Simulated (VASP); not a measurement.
Write the native input for VASP 6.6.1 that does the following.

```
Task                   : single point
Functional             : PBE
Potentials or basis    : VASP PAW PBE potentials, release 64 (Ti_sv, Nb_sv, Te)
Cutoff                 : 500 eV
k mesh                 : 3 × 3 × 4
Occupations            : gaussian, width 0.1 eV
Spin                   : collinear spin, ferromagnetic start
Starting moments       : [1.0, 1.0, 1.0, 1.0, 0.0, 0.0, 0.0, 0.0, 0.0, 0.0] μB
Dipole correction      : no
Further INCAR settings : ALGO = Normal; EDIFF = 1e-06; NBANDS = 58
```

The structure of TiNbTe3 lies in POSCAR:

```
TiNbTe3
1.0
    6.9108618005      0.0000000000      0.0000000000
   -3.4554309003      5.9849818813      0.0000000000
    0.0000000000      0.0000000000      6.0818291011
Ti Nb Te
2 2 6
Direct
    0.6666666667      0.3333333333      0.5000000000
    0.3333333333      0.6666666667      0.5000000000
    0.6666666667      0.3333333333      0.0000000000
    0.3333333333      0.6666666667      0.0000000000
    0.0000000000      0.6952432540      0.7471044493
    0.3047567460      0.0000000000      0.2528955507
    0.6952432540      0.6952432540      0.2528955507
    0.3047567460      0.3047567460      0.7471044493
    0.0000000000      0.3047567460      0.2528955507
    0.6952432540      0.0000000000      0.7471044493
```

These files were run (other wordings do the same):

INCAR

```
SYSTEM = TiNbTe3
PREC = Accurate
ENCUT = 500
EDIFF = 1E-6
ISMEAR = 0
SIGMA = 0.1
LREAL = .FALSE.
LASPH = .TRUE.
NELM = 200
ALGO = Normal
ISIF = 2
LWAVE = .FALSE.
LCHARG = .TRUE.
ISPIN = 2
MAGMOM = 1 1 1 1 0 0 0 0 0 0
LORBIT = 11
LMAXMIX = 4
GGA = PE
LELF = .TRUE.
LVHAR = .TRUE.
NBANDS = 58
GGA_COMPAT = .FALSE.
```

KPOINTS

```
Automatic mesh
0
G
  3 3 4
  0 0 0
```

Potentials or basis: VASP PAW PBE potentials, release 64 (Ti_sv, Nb_sv, Te).

The run is started by

```console
$ cat potpaw_PBE.64/Ti_sv/POTCAR potpaw_PBE.64/Nb_sv/POTCAR potpaw_PBE.64/Te/POTCAR > POTCAR
$ mpirun -np 1 vasp_std > vasp.out
```

Results of the run:

The pressure is -0.2 GPa and the largest force is 0.083 eV/Å. The band gap on the k mesh is zero (filled and empty bands overlap). The net moment is 0.00 μB per cell and the valence electrons inside the program's atomic spheres are Ti 10.16; Nb 10.58; Te 3.43.

Caveat: spin-orbit coupling is left out, which moves the levels of the heavy elements.

Run time: 11 min on 1 thread of Intel Xeon 6975P-C, on a shared host, peak memory 0.56 GiB.
